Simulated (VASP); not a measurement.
# Re (P6_3/mmc) in VASP: further runs

The runs below take Re through single point, relaxation of cell and atoms, with PBEsol.

Everything below comes from runs of VASP 6.6.1. Logs are shortened: lines on timing, memory, paths and dates and some standing lists are left out, and cuts for length are marked.

### 1 The cell of the first run

Symmetry: P6_3/mmc, No. 194, hexagonal system. The conventional cell has a = 2.747 Å, b = 2.747 Å, c = 4.429 Å, α = 90.00°, β = 90.00°, γ = 120.00°. Within 3.6 Å of Re (site symmetry -6m2) lie 12 Re at 2.72 to 2.75 Å.

### 2 Single point, PBEsol

INCAR reads:

```
SYSTEM = Re
  PREC = Accurate
  ENCUT = 520
  EDIFF = 1E-6
  ISMEAR = 0
  SIGMA = 0.1
  LREAL = .False.
  LASPH = .True.
  NELM = 100
  ALGO = Normal
  ISIF = 2
  LWAVE = .False.
  LCHARG = .False.
  GGA = PS
  NBANDS = 14
```

KPOINTS reads:

```
Automatic mesh
0
Gamma
  13 13 7
  0 0 0
```

POSCAR reads:

```
Re
1.0
    2.7470958740      0.0000000000      0.0000000000
   -1.3735479370      2.3790548135      0.0000000000
    0.0000000000      0.0000000000      4.4293485676
Re
2
Direct
    0.3333333333      0.6666666667      0.2500000000
    0.6666666667      0.3333333333      0.7500000000
```

Potentials or basis: VASP PAW PBE potentials, release 64 (Re).

Run with:

```console
$ cat potpaw_PBE.64/Re/POTCAR > POTCAR
$ mpirun -np 1 vasp_std > vasp.out
```

OUTCAR:

```text
SYSTEM = Re
   PREC = Accurate
   ENCUT = 520
   EDIFF = 1E-6
   ISMEAR = 0
   LREAL = .False.
   LASPH = .True.
   NELM = 100
   ISIF = 2
   GGA = PS

 ion  position               nearest neighbor table
   1  0.333  0.667  0.250-   2 2.72   2 2.72   2 2.72   2 2.72   2 2.72   2 2.72
   2  0.667  0.333  0.750-   1 2.72   1 2.72   1 2.72   1 2.72   1 2.72   1 2.72

  LATTYP: Found a hexagonal cell.
 ALAT       =     2.7470958740
 C/A-ratio  =     1.6123749482

  Lattice vectors:

 A1 = (   2.7470958740,   0.0000000000,   0.0000000000)
 A2 = (  -1.3735479370,   2.3790548135,   0.0000000000)
 A3 = (   0.0000000000,   0.0000000000,   4.4293485676)

Analysis of symmetry for initial positions (statically):
=====================================================================
 Subroutine PRICEL returns:
 Original cell was already a primitive cell.

 Routine SETGRP: Setting up the symmetry group for a
 hexagonal supercell.

 Subroutine GETGRP returns: Found 24 space group operations
 (whereof 12 operations were pure point group operations)
 out of a pool of 24 trial point group operations.

The static configuration has the point symmetry D_3d.
 The point group associated with its full space group is D_6h.

Analysis of symmetry for dynamics (positions and initial velocities):
=====================================================================
 Subroutine PRICEL returns:
 Original cell was already a primitive cell.

 Routine SETGRP: Setting up the symmetry group for a
 hexagonal supercell.

 Subroutine GETGRP returns: Found 24 space group operations
 (whereof 12 operations were pure point group operations)
 out of a pool of 24 trial point group operations.

The dynamic configuration has the point symmetry D_3d.
 The point group associated with its full space group is D_6h.

 Subroutine INISYM returns: Found 24 space group operations
 (whereof 12 operations are pure point group operations),
 and found     1 'primitive' translations

----------------------------------------------------------------------------------------

                                     Primitive cell

  volume of cell :      28.9480

  direct lattice vectors                    reciprocal lattice vectors
     2.747095874  0.000000000  0.000000000     0.364020786  0.210167499  0.000000000
    -1.373547937  2.379054813  0.000000000     0.000000000  0.420334998  0.000000000
     0.000000000  0.000000000  4.429348568     0.000000000  0.000000000  0.225766833

  length of vectors
     2.747095874  2.747095874  4.429348568     0.420334998  0.420334998  0.225766833

  position of ions in fractional coordinates (direct lattice)
     0.333333333  0.666666667  0.250000000
     0.666666667  0.333333333  0.750000000

  ion indices of the primitive-cell ions
   primitive index   ion index
                 1           1
                 2           2

----------------------------------------------------------------------------------------

 KPOINTS: Automatic mesh

Automatic generation of k-mesh.
 Grid dimensions read from file:
 generate k-points for:   13   13    7

 Generating k-lattice:

  Cartesian coordinates                     Fractional coordinates (reciprocal lattice)
     0.028001599  0.016166731  0.000000000     0.076923077  0.000000000  0.000000000
     0.000000000  0.032333461  0.000000000     0.000000000  0.076923077  0.000000000
     0.000000000  0.000000000  0.032252405     0.000000000  0.000000000  0.142857143

  Length of vectors
     0.032333461  0.032333461  0.032252405

  Shift w.r.t. Gamma in fractional coordinates (k-lattice)
     0.000000000  0.000000000  0.000000000

 Subroutine IBZKPT returns following result:
 ===========================================

 Found     84 irreducible k-points:

 Following reciprocal coordinates:
            Coordinates               Weight
  0.000000  0.000000  0.000000      1.000000
  0.076923  0.000000  0.000000      6.000000
  0.153846 -0.000000  0.000000      6.000000
  0.230769  0.000000  0.000000      6.000000
  0.307692 -0.000000  0.000000      6.000000
  0.384615 -0.000000  0.000000      6.000000
[... 16 lines left out ...]
  0.076923  0.000000  0.142857     12.000000
  0.153846 -0.000000  0.142857     12.000000
 [... further k-points ...]
   k-points           NKPTS =     84   k-points in BZ     NKDIM =     84   number of bands    NBANDS=     14
   number of dos      NEDOS =    301   number of ions     NIONS =      2
   total plane-waves  NPLWV =  14400
   dimension x,y,z NGX =    20 NGY =   20 NGZ =   36
   dimension x,y,z NGXF=    40 NGYF=   40 NGZF=   72
   ions per type =               2
   NGX,Y,Z   is equivalent  to a cutoff of  12.10, 12.10, 13.51 a.u.
   NGXF,Y,Z  is equivalent  to a cutoff of  24.21, 24.21, 27.02 a.u.
 SYSTEM =  Re
   PREC   = accura    normal or accurate (medium, high low for compatibility)
   ISTART =      0    job   : 0-new  1-cont  2-samecut
   ICHARG =      2    charge: 1-file 2-atom 10-const
   ISPIN  =      1    spin polarized calculation?
   LNONCOLLINEAR =      F non collinear calculations
   LSORBIT =      F    spin-orbit coupling
   LASPH  =      T    aspherical Exc in radial PAW
   ENCUT  =  520.0 eV  38.22 Ry    6.18 a.u.   5.11  5.11  8.24*2*pi/ulx,y,z
   NELM   =    100;   NELMIN=  2; NELMDL= -5     # of ELM steps
   EDIFF  = 0.1E-05   stopping-criterion for ELM
   LREAL  =      F    real-space projection
   EDIFFG = 0.1E-04   stopping-criterion for IOM
   NSW    =      0    number of steps for IOM
   IBRION =     -1    ionic relax: 0-MD 1-quasi-New 2-CG
   NFREE  =      0    steps in history (QN), initial steepest desc. (CG)
   ISIF   =      2    stress and relaxation
   ISYM   =      2    0-nonsym 1-usesym 2-fastsym
   POTIM  = 0.5000    time-step for ionic-motion
   TEBEG  =    0.0;   TEEND  =   0.0 temperature during run
   PSTRESS=    0.0 pullay stress
   NELECT =      14.0000    total number of electrons
   NUPDOWN=      -1.0000    fix difference up-down
   EMIN   =  10.00;   EMAX   =-10.00  energy-range for DOS
   EFERMI =   0.00;   METHOD = LEGACY
   ISMEAR =     0;   SIGMA  =   0.10  broadening in eV -4-tet -1-fermi 0-gaus
   EFERMI_NEDOS =   21; number of points for ismear=-14 and -15
   IALGO  =     38    algorithm
   IMIX   =      4    mixing-type and parameters
     AMIX     =   0.40;   BMIX     =  1.00
     AMIX_MAG =   1.60;   BMIX_MAG =  1.00
  volume/ion in A,a.u.               =      14.47        97.68
  Fermi-wavevector in a.u.,A,eV,Ry     =   1.285025  2.428345 22.467143  1.651288
  Thomas-Fermi vector in A             =   2.417184
   LORBIT       =      0    0 simple, 1 ext, 2 COOP (PROOUT), +10 PAW based schemes
   GGA     = PS    functional components
   LHFCALC =     F    Hartree Fock is set to
   AEXX    =    0.0000 exact exchange contribution
   IVDW    =     0    specifies the selected vdW correction
   LEPSILON=     F    determine dielectric tensor
   LRPA    =     F    only Hartree local field effects (RPA)
 non-spin polarized calculation
 Gauss-broadening in eV      SIGMA  =   0.10
  energy-cutoff  :      520.00
  volume of cell :       28.95
 maximum number of plane-waves:       789
   NGX = 11   NGY = 11   NGZ = 17

 number of electron      14.0000001 magnetization

 Free energy of the ion-electron system (eV)
  ---------------------------------------------------
  ext. energy  EPLUGINS =         0.00000000
  ---------------------------------------------------
  free energy    TOTEN  =       -26.74036708 eV

  energy without entropy =      -26.73232627  energy(sigma->0) =      -26.73634668

 E-fermi :   7.8955     XC(G=0): -13.9084

 val. band max:        7.8908022372   @ k =   0.4615   0.0000   0.1429
 cond. band min:       7.9083220509   @ k =   0.0769   0.0000   0.0000
 fundamental gap:      0.0175198137
 Fermi energy:         7.8955066790

 k-point     1 :       0.0000    0.0000    0.0000
  band No.  band energies     occupation
      1      -2.0910      2.00000
      2       1.1602      2.00000
      3       6.2908      2.00000
      4       6.2908      2.00000
      5       6.3184      2.00000
      6       7.1580      2.00000
      7       7.1580      2.00000
      8       8.0986      0.00407
      9       8.0986      0.00407
     10       8.5879      0.00000
     11      11.3729      0.00000
     12      11.3729      0.00000
     13      18.1614      0.00000
     14      22.1036      0.00000

 k-point     2 :       0.0769    0.0000    0.0000
  band No.  band energies     occupation
      1      -1.8446      2.00000
      2       1.3912      2.00000
      3       5.7583      2.00000
      4       6.5180      2.00000
      5       6.7636      2.00000
      6       6.9931      2.00000
      7       7.3728      2.00000
      8       7.5344      2.00000
      9       7.9083      0.85618
     10       8.1283      0.00099
     11      11.5033      0.00000
     12      12.4105      0.00000
     13      18.1522      0.00000
     14      22.6529      0.00000

 k-point     3 :       0.1538   -0.0000    0.0000
  band No.  band energies     occupation
      1      -1.1475      2.00000
      2       1.9887      2.00000
      3       5.1422      2.00000
      4       6.1197      2.00000
      5       6.5110      2.00000
      6       7.1842      2.00000
      7       7.4063      2.00000
      8       7.4555      2.00000
      9       7.7760      1.90899
     10       7.9988      0.14411
     11      11.7863      0.00000
     12      14.2601      0.00000
     13      18.0286      0.00000
     14      24.0051      0.00000

 k-point     4 :       0.2308    0.0000    0.0000
  band No.  band energies     occupation
      1      -0.1400      2.00000
      2       2.5369      2.00000
      3       4.7901      2.00000
      4       4.8132      2.00000
      5       6.1326      2.00000
      6       6.9312      2.00000
      7       7.3732      2.00000
      8       8.2388      0.00000
      9       8.2766      0.00000
     10       8.9768      0.00000
     11      12.0631      0.00000
     12      16.2237      0.00000
     13      17.7127      0.00000
     14      23.8399      0.00000

 k-point     5 :       0.3077   -0.0000    0.0000
  band No.  band energies     occupation
      1       0.9001      2.00000
      2       2.4697      2.00000
      3       3.7200      2.00000
      4       5.0575      2.00000
      5       6.2904      2.00000
      6       6.4620      2.00000
      7       6.9938      2.00000
      8       9.5327      0.00000
      9       9.5734      0.00000
     10      10.1902      0.00000
     11      12.2616      0.00000
[... 276 lines left out ...]
 k-point    22 :       0.0000    0.0000    0.1429
  band No.  band energies     occupation
      1      -1.8438      2.00000
      2       1.1747      2.00000
      3       6.1709      2.00000
      4       6.1749      2.00000
      5       6.1749      2.00000
      6       7.0020      2.00000
      7       7.0020      2.00000
      8       7.9104      0.83311
      9       8.4450      0.00000
     10       8.4450      0.00000
     11      11.3960      0.00000
     12      11.3960      0.00000
     13      19.1583      0.00000
     14      21.6485      0.00000

 k-point    23 :       0.0769    0.0000    0.1429
  band No.  band energies     occupation
      1      -1.6021      2.00000
      2       1.4119      2.00000
      3       5.7528      2.00000
      4       6.3742      2.00000
      5       6.4062      2.00000
      6       6.5817      2.00000
      7       7.2019      2.00000
      8       7.5738      1.99999
      9       8.3033      0.00000
     10       8.3508      0.00000
     11      11.5015      0.00000
     12      12.1295      0.00000
     13      19.1674      0.00000
     14      22.1884      0.00000

 k-point    24 :       0.1538   -0.0000    0.1429
  band No.  band energies     occupation
      1      -0.9239      2.00000
      2       2.0315      2.00000
      3       5.1930      2.00000
      4       5.5652      2.00000
      5       6.3587      2.00000
      6       6.8610      2.00000
      7       7.2040      2.00000
      8       7.7082      1.99194
      9       8.1552      0.00024
     10       8.3217      0.00000
     11      11.7254      0.00000
     12      13.5546      0.00000
     13      19.1157      0.00000
     14      23.5710      0.00000

 [... further k-points ...]
[... 5 lines left out ...]
  --------------------------------------------------------------------------------------
  -------------------------------------------------------------------------------------
  Total        0.3861888      0.3861888      0.3623477     -0.0000000      0.0000000      0.0000000
  in kB       21.3743111     21.3743111     20.0547828     -0.0000000      0.0000000      0.0000000
  external PRESSURE =      20.9344683 kB  Pullay stress =       0.0000000 kB

 VOLUME and BASIS-vectors are now :
 -----------------------------------------------------------------------------
  energy-cutoff  :      520.00
  volume of cell :       28.95
      direct lattice vectors                 reciprocal lattice vectors
     2.747095874  0.000000000  0.000000000     0.364020786  0.210167499  0.000000000
    -1.373547937  2.379054813  0.000000000     0.000000000  0.420334998  0.000000000
     0.000000000  0.000000000  4.429348568     0.000000000  0.000000000  0.225766833

 POSITION                                       TOTAL-FORCE (eV/Angst)
 -----------------------------------------------------------------------------------
     -0.00000      1.58604      1.10734        -0.000000      0.000000      0.000000
      1.37355      0.79302      3.32201         0.000000      0.000000      0.000000
 -----------------------------------------------------------------------------------
    total drift:                               -0.000000      0.000000     -0.000000

  FREE ENERGIE OF THE ION-ELECTRON SYSTEM (eV)
  ---------------------------------------------------
  free  energy   TOTEN  =       -26.7403670770 eV

  energy  without entropy=      -26.7323262743  energy(sigma->0) =      -26.73634668
```

Wall time 39 s (1 thread of Intel Xeon 8259CL, shared host); peak memory 0.16 GiB.

Results:

- Free energy: -26.7404 eV
- Pressure: 2.1 GPa
- Band gap on the k mesh: zero (bands 7 and 8 overlap by 2.87 eV)

Caveat: the PAW data sets were made with another functional, which shifts forces and pressure a little; spin-orbit coupling is left out, which moves the levels of the heavy elements.

(Continued in part 2 of 3.)
